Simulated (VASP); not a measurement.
Fe, 9 atoms in the cell. Symmetry: R-3m, No. 166, trigonal system. Conventional cell: a = 2.456 Å, b = 2.456 Å, c = 17.620 Å, α = 90.00°, β = 90.00°, γ = 120.00°. Within 3.2 Å of Fe (site symmetry -3m) lie 12 Fe at 2.44 to 2.46 Å. Within 3.1 Å of Fe (site symmetry 3m) lie 12 Fe at 2.38 to 2.46 Å. 

* Program: VASP 6.6.1
* Task: single point
* Functional: PBE
* Potentials or basis: VASP PAW PBE potentials, release 64 (Fe)
* Cutoff: 520 eV
* k mesh: 21 × 21 × 3
* Occupations: gaussian, width 0.1 eV
* Spin: no spin polarisation
* Dipole correction: no
* Further INCAR settings: ALGO = Fast; EDIFF = 1e-06; NBANDS = 46

Potentials or basis: VASP PAW PBE potentials, release 64 (Fe).

Run with:

```console
$ cat potpaw_PBE.64/Fe/POTCAR > POTCAR
$ mpirun -np 1 vasp_std > vasp.out
```

Hardware: 1 thread of AMD EPYC 9R45 96-Core Processor (Zen 5) (shared host).

Problem. Estimate the wall time of this run.

Solution. It took 9.9 min on 1 thread of AMD EPYC 9R45 96-Core Processor (Zen 5), with other jobs on the host, peak memory 0.45 GiB. Counts: scf iterations 20, k points 133.
